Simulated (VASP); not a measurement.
## MgO: single point with PBE

Crystal: MgO.

```
Mg O
1.0
     0.00000    2.12702    2.12702
     2.12702    0.00000    2.12702
     2.12702    2.12702    0.00000
Mg O
1 1
Direct
  0.00000 0.00000 0.00000
  0.50000 0.50000 0.50000
```

```json
{"Program": "VASP 6.6.1", "Task": "single point", "Functional": "PBE", "Potentials or basis": "VASP PAW PBE potentials, release 64 (Mg, O)", "Cutoff": "520 eV", "k mesh": "8 × 8 × 8", "Occupations": "gaussian, width 0.1 eV", "Spin": "no spin polarisation", "Dipole correction": "no", "Further INCAR settings": "ALGO = Normal; EDIFF = 1e-07; NBANDS = 11"}
```

```yaml
Pressure: -0.8 GPa
Band_gap_on_the_k_mesh: 4.44 eV, direct
```

Levels at points of the mesh, in eV from the valence-band top:
```tsv
k point	band 1	band 2	band 3	band 4	band 5	band 6	band 7	band 8
(0.00, 0.00, 0.00)	-17.11	0.00	0.00	0.00	4.44	15.63	15.63	15.63
(0.50, 0.00, 0.00)	-15.90	-4.49	-0.62	-0.62	7.71	12.27	16.01	16.01
(0.50, 0.50, 0.00)	-15.66	-3.96	-1.31	-1.31	9.08	9.65	12.79	18.52
```

Wall time 22 s on 1 thread of AMD EPYC 7R13, on a shared host, peak memory 0.11 GiB.
